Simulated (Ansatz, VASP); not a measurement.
# Two plane-wave programs on TaN

```
CELL_PARAMETERS angstrom
3.05000 0.00000 0.00000
-1.52500 2.64138 0.00000
0.00000 0.00000 4.84120
ATOMIC_POSITIONS crystal
Ta 0.33333 0.66667 0.00000
Ta 0.66667 0.33333 0.50000
N 0.33333 0.66667 0.38500
N 0.66667 0.33333 0.88500
```

Change from the starting cell: zz strain of -2 %, PAW files.

Alike in both runs: task electric field gradients; functional LDA; k mesh 9 × 9 × 5; occupations fermi-dirac, width 0.03 eV; no spin polarisation.

```csv
,VASP,Ansatz
version,VASP 6.6.1,Ansatz 0.2.0
potentials or method,"VASP PAW LDA potentials, release 64 (Ta_pv, N)","PAW with Ansatz's default frozen-core files, scalar-relativistic"
plane-wave cutoff (eV),520,420
valence electrons in the cell,32,36
```

```csv
,VASP,Ansatz,Ansatz less VASP
pressure (GPa),136.0,131.4,-4.57
"traceless stress, the component that is largest in VASP (GPa)",-11.06,-10.71,+0.343
rms of the force components (eV/Å),0.687,0.693,+0.0066
size of Vzz on the site where it differs most (V/Å²),100.0,106.0,+6.04
```

LDA's correlation is that of Perdew and Zunger in VASP and of Perdew and Wang (1992) in Ansatz. Atom by atom the forces differ by 0.007 eV/Å (rms over components). Both programs put the cell under a high pressure, so it lies far from rest at this level. VASP's potentials hold 32 valence electrons a cell and Ansatz's 36, so a difference there can come from the potentials and not from the codes.

Neither program's run includes spin-orbit coupling. Noted on VASP's run: the cell as given lies far from equilibrium.
